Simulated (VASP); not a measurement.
# TiTe2 (P-3m1) in VASP: notebook, part 2 of 2

VASP 6.6.1. The steps go on from the part before.

## (3) Single point, PBEsol+U

This run uses another cell than the first one, of 26.76 Å³/atom, 0.943 times its volume.

INCAR

```
SYSTEM = TiTe2
PREC = Accurate ; ENCUT = 520
EDIFF = 1E-6 ; ISMEAR = -1
SIGMA = 0.05 ; LREAL = .False.
LASPH = .True. ; NELM = 150
ALGO = Normal ; ISIF = 2
LWAVE = .False. ; LCHARG = .False.
LMAXMIX = 4 ; LDAU = .True.
LDAUTYPE = 2 ; LDAUL = -1 2
LDAUU = 0 2 ; LDAUJ = 0 0
LDAUPRINT = 1 ; GGA = PS
NBANDS = 19
```

KPOINTS

```
regular mesh
0
Gamma
  8 8 4
  0 0 0
```

POSCAR

```
TiTe2
1.0
    3.7770000000      0.0000000000      0.0000000000
   -1.8885000000      3.2709779501      0.0000000000
    0.0000000000      0.0000000000      6.4980000000
Te Ti
2 1
Direct
    0.3333333333      0.6666666667      0.7372000000
    0.6666666667      0.3333333333      0.2628000000
    0.0000000000      0.0000000000      0.0000000000
```

Potentials or basis: VASP PAW PBE potentials, release 64 (Te, Ti_sv).

Launch:

```console
$ cat potpaw_PBE.64/Te/POTCAR potpaw_PBE.64/Ti_sv/POTCAR > POTCAR
$ mpirun -np 1 vasp_std > vasp.out
```

OUTCAR:

```text
SYSTEM = TiTe2
   PREC = Accurate
   ENCUT = 520
   EDIFF = 1E-6
   ISMEAR = -1
   LREAL = .False.
   LASPH = .True.
   NELM = 150
   ISIF = 2
   GGA = PS

 ion  position               nearest neighbor table
   1  0.333  0.667  0.737-   3 2.77   3 2.77   3 2.77
   2  0.667  0.333  0.263-   3 2.77   3 2.77   3 2.77
   3  0.000  0.000  0.000-   1 2.77   2 2.77   2 2.77   1 2.77   2 2.77   1 2.77

  LATTYP: Found a hexagonal cell.
 ALAT       =     3.7770000000
 C/A-ratio  =     1.7204130262

  Lattice vectors:

[... 229 lines left out ...]
      5      -5.7015      2.00000
      6      -4.1815      2.00000
[... 505 lines left out ...]
      6      -3.6565      2.00000
[... 11 lines left out ...]
     18      11.8856      0.00000
     19      12.6841      0.00000

 [... further k-points ...]
[... 5 lines left out ...]
  --------------------------------------------------------------------------------------
  -------------------------------------------------------------------------------------
  Total       -0.5315756     -0.5315756     -0.4280429      0.0000000      0.0000000      0.0000000
  in kB      -10.6089237    -10.6089237     -8.5426679      0.0000000      0.0000000      0.0000000
  external PRESSURE =      -9.9201718 kB  Pullay stress =       0.0000000 kB

 VOLUME and BASIS-vectors are now :
 -----------------------------------------------------------------------------
  energy-cutoff  :      520.00
  volume of cell :       80.28
      direct lattice vectors                 reciprocal lattice vectors
     3.777000000  0.000000000  0.000000000     0.264760392  0.152859484  0.000000000
    -1.888500000  3.270977950  0.000000000     0.000000000  0.305718967  0.000000000
     0.000000000  0.000000000  6.498000000     0.000000000  0.000000000  0.153893506

 POSITION                                       TOTAL-FORCE (eV/Angst)
 -----------------------------------------------------------------------------------
     -0.00000      2.18065      4.79033        -0.000000      0.000000      0.029458
      1.88850      1.09033      1.70767         0.000000     -0.000000     -0.029458
      0.00000      0.00000      0.00000         0.000000      0.000000      0.000000
 -----------------------------------------------------------------------------------
    total drift:                                0.000000     -0.000000      0.000000

  FREE ENERGIE OF THE ION-ELECTRON SYSTEM (eV)
  ---------------------------------------------------
  free  energy   TOTEN  =       -16.0739624457 eV

  energy  without entropy=      -16.0637377811  energy(sigma->0) =      -16.06885011
```

OSZICAR:

```text
N       E                     dE             d eps       ncg     rms          rms(c)
DAV:   1     0.174556183656E+03    0.17456E+03   -0.10860E+04  1330   0.117E+03
DAV:   2    -0.319835539925E+01   -0.17775E+03   -0.17313E+03  1408   0.292E+02
DAV:   3    -0.184732203983E+02   -0.15275E+02   -0.14975E+02  2079   0.808E+01
DAV:   4    -0.189365163821E+02   -0.46330E+00   -0.46166E+00  1739   0.136E+01
DAV:   5    -0.189545925192E+02   -0.18076E-01   -0.18070E-01  1957   0.256E+00    0.127E+01
DAV:   6    -0.180645740048E+02    0.89002E+00   -0.36188E+01  1534   0.401E+01    0.134E+01
DAV:   7    -0.163563601521E+02    0.17082E+01   -0.27978E+01  1695   0.317E+01    0.540E+00
DAV:   8    -0.160686627056E+02    0.28770E+00   -0.16909E+00  1603   0.923E+00    0.183E+00
DAV:   9    -0.161082440292E+02   -0.39581E-01   -0.27072E-01  1756   0.330E+00    0.187E+00
DAV:  10    -0.160786372597E+02    0.29607E-01   -0.42321E-01  1619   0.451E+00    0.902E-01
DAV:  11    -0.160744115328E+02    0.42257E-02   -0.50257E-02  1564   0.166E+00    0.432E-01
DAV:  12    -0.160741032769E+02    0.30826E-03   -0.57488E-03  1638   0.550E-01    0.278E-01
DAV:  13    -0.160739748111E+02    0.12847E-03   -0.40968E-04  1584   0.167E-01    0.809E-02
DAV:  14    -0.160739736820E+02    0.11291E-05   -0.18961E-05  1590   0.308E-02    0.458E-02
DAV:  15    -0.160739652422E+02    0.84399E-05   -0.15058E-05  1627   0.289E-02    0.229E-02
DAV:  16    -0.160739623498E+02    0.28924E-05   -0.11396E-05  1675   0.222E-02    0.323E-03
DAV:  17    -0.160739624457E+02   -0.95930E-07   -0.52215E-07   833   0.453E-03
   1 F= -.16073962E+02 E0= -.16068850E+02  d E =-.102247E-01
```

stdout:

```text
POSCAR found type information on POSCAR TeTi
 POSCAR found :  2 types and       3 ions
 scaLAPACK will be used
 -----------------------------------------------------------------------------
|                                                                             |
|                                                                             |
|     You enforced a specific xc type in the INCAR file but a different       |
|     I HOPE YOU KNOW WHAT YOU ARE DOING!                                     |
|                                                                             |
 -----------------------------------------------------------------------------

 LDA part: xc-table for (Slater+PW92), standard interpolation
 POSCAR, INCAR and KPOINTS ok, starting setup
 FFT: planning ... GRIDC
 FFT: planning ... GRID_SOFT
 FFT: planning ... GRID
 WAVECAR not read
 entering main loop
```

It took 26 s on 1 thread of Intel Xeon 6975P-C (Granite Rapids), shared host; peak memory 0.21 GiB.

Results:

```
Free energy            : -16.0740 eV
Pressure               : -1.0 GPa
Largest force          : 0.029 eV/Å
Band gap on the k mesh : zero (band 12 reaches 7.26 eV, above the bottom of band 13 at 6.59 eV)
```

Forces in eV/Å, atoms in the order of the input:
```
Te   0.000  0.000  0.029
Te   0.000  0.000 -0.029
Ti   0.000  0.000  0.000
```

Stress tensor (GPa, compression positive):
```
-1.06  0.00  0.00
 0.00 -1.06  0.00
 0.00  0.00 -0.85
```

Eigenvalues of the final occupation matrices:
```tsv
site	spin	trace	eigenvalues
site 3 d	1	0.91	0.10 0.12 0.12 0.28 0.28
site 3 d	2	0.91	0.10 0.12 0.12 0.28 0.28
```

Caveat: the PAW data sets were made with another functional, which shifts forces and pressure a little; spin-orbit coupling is left out, which moves the levels of the heavy elements; this functional lacks dispersion, which binds the layers, so the pressure and a relaxed spacing across them are unreliable; U without spin polarisation on a metal has little footing; the U is typed as a test and isn't derived for this compound.

## (4) Single point, PBEsol+U

This run uses another cell than the first one, of 26.76 Å³/atom, 0.943 times its volume.

INCAR

```
ALGO = Normal ; EDIFF = 1E-6
ENCUT = 520 ; GGA = PS
ISIF = 2 ; ISMEAR = -1
LASPH = True ; LCHARG = False
LDAU = True ; LDAUJ = 0 0
LDAUL = -1 2 ; LDAUPRINT = 1
LDAUTYPE = 2 ; LDAUU = 0 3
LMAXMIX = 4 ; LREAL = False
LWAVE = False ; NBANDS = 19
NELM = 150 ; PREC = Accurate
SIGMA = 0.05
```

KPOINTS

```
k-points
0
Gamma
  8 8 4
```

POSCAR is that of step 3.

Launch:

```console
$ cat potpaw_PBE.64/Te/POTCAR potpaw_PBE.64/Ti_sv/POTCAR > POTCAR
$ mpirun -np 1 vasp_std > vasp.out
```

Wall time 24 s (1 thread of Intel Xeon 6975P-C (Granite Rapids), shared host); peak memory 0.21 GiB.

It converged, with:

| Item | Value |
| --- | --- |
| Free energy | -15.3747 eV |
| Pressure | -0.3 GPa |
| Largest force | 0.010 eV/Å |
| Band gap on the k mesh | zero (band 12 reaches 7.37 eV, above the bottom of band 13 at 6.70 eV) |

Forces in eV/Å, atoms in the order of the input:
```
Te   0.000  0.000 -0.010
Te   0.000  0.000  0.010
Ti   0.000  0.000  0.000
```

Levels at points of the mesh, in eV from the Fermi level:
```tsv
k point	band 10	band 11	band 12	band 13	band 14	band 15
(0.00, 0.00, 0.00)	0.42	0.46	0.46	0.50	0.91	0.91
(0.50, 0.00, 0.00)	-2.53	-1.92	-1.32	0.04	1.30	1.66
(0.00, 0.00, 0.50)	-1.76	0.45	0.45	0.60	0.60	1.15
(0.50, 0.00, 0.50)	-2.19	-1.16	-0.81	-0.22	1.29	1.63
```

Eigenvalues of the final occupation matrices:
```tsv
site	spin	trace	eigenvalues
site 3 d	1	0.89	0.09 0.11 0.11 0.29 0.29
site 3 d	2	0.89	0.09 0.11 0.11 0.29 0.29
```

Caveat: the PAW data sets were made with another functional, which shifts forces and pressure a little; spin-orbit coupling is left out, which moves the levels of the heavy elements; this functional lacks dispersion, which binds the layers, so the pressure and a relaxed spacing across them are unreliable; U without spin polarisation on a metal has little footing; the U is typed as a test and isn't derived for this compound.

## (5) Summary

| level | U | cell | gap on the mesh (eV) | pressure (GPa) | largest force (eV/Å) |
| --- | --- | --- | --- | --- | --- |
| r2SCAN | - | a = 3.818, b = 3.818, c = 6.740 Å, angles 90.0, 90.0, 120.0°, 3 atoms | none | 0.1 | 0.02 |
| PBEsol+U | Ti d U = 2.0 eV | a = 3.777, b = 3.777, c = 6.498 Å, angles 90.0, 90.0, 120.0°, 3 atoms | none | -1.0 | 0.03 |
| PBEsol+U | Ti d U = 3.0 eV | a = 3.777, b = 3.777, c = 6.498 Å, angles 90.0, 90.0, 120.0°, 3 atoms | none | -0.3 | 0.01 |

Alike in all rows: task single point; potentials or basis VASP PAW PBE potentials, release 64 (Te, Ti_sv); no spin polarisation; k mesh 8 × 8 × 4; cutoff (eV) 520; smearing fermi-dirac 0.05 eV.

Caveats: the PAW data sets were made with another functional, which shifts forces and pressure a little; spin-orbit coupling is left out, which moves the levels of the heavy elements; this functional lacks dispersion, which binds the layers, so the pressure and a relaxed spacing across them are unreliable (some runs); U without spin polarisation on a metal has little footing (some runs); the U is typed as a test and isn't derived for this compound (some runs).

Total energies depend on the potentials used, so only differences within one code and one set of settings carry meaning.
